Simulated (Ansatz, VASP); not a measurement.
Two plane-wave programs on SiO2

INCAR

```
PREC = Accurate ; ENCUT = 600
EDIFF = 1E-6 ; ISMEAR = 0
SIGMA = 0.02 ; LREAL = F
LASPH = T ; NELM = 100
ALGO = Normal ; ISIF = 3
LWAVE = F ; LCHARG = F
GGA = PE ; IVDW = 12
IBRION = 2 ; NSW = 100
EDIFFG = -0.01
```

File KPOINTS:

```
Automatic mesh
0
Gamma
  12 12 12
```

The input POSCAR:

```
SiO2
1.0
    1.3428855362      0.7753153258      4.8759929341
   -1.3428855362      0.7753153258      4.8759929341
    0.0000000000     -1.5506306516      4.8759929341
Si O
1 2
Direct
    0.5000000000      0.5000000000      0.5000000000
    0.8959627055      0.8959627055      0.8959627055
    0.1040372945      0.1040372945      0.1040372945
```

Input for Ansatz:

```yaml
crystal:
  lattice:
    - [1.3428855362, 0.7753153258, 4.8759929341]
    - [-1.3428855362, 0.7753153258, 4.8759929341]
    - [0.0, -1.5506306516, 4.8759929341]
  atoms:
    - { symbol: Si, position: [0.5, 0.5, 0.5] }
    - { symbol: O, position: [0.8959627055, 0.8959627055, 0.8959627055] }
    - { symbol: O, position: [0.1040372945, 0.1040372945, 0.1040372945] }
basis:
  ecutwfc: 420
kpoints:
  mp_grid: { grid: [12, 12, 12] }
hamiltonian:
  xc: pbe
  dispersion: d3bj
scf:
  occupations: { method: gaussian, width: 0.02 }
output:
  forces: true
  stress: true
  eigenvalues: true
relax:
  adjacent_minimum: "off"
  f_tol: 0.01
  max_steps: 80
  cell: { stress_tol: 0.05 }
```

Alike in both runs: task relaxation of cell and atoms; functional PBE; dispersion D3(BJ); k mesh 12 × 12 × 12; occupations gaussian, width 0.02 eV; no spin polarisation.

|  | VASP | Ansatz |
| --- | --- | --- |
| version | VASP 6.6.1 | Ansatz 0.2.0 |
| potentials or method | VASP PAW PBE potentials, release 64 (Si, O), cutoff 600 eV | scalar-relativistic, plane waves, PAW |
| valence electrons in the cell | 16 | 16 |

```tsv
	VASP	Ansatz	Ansatz less VASP
gap on the k mesh at the Fermi level, each at its own relaxed structure (eV)	6.12	6.21	+0.089
relaxed volume (Å³/atom)	10.10	10.20	+0.098
relaxed cell length with the largest relative difference (Å)	5.086	5.140	+0.0536
```
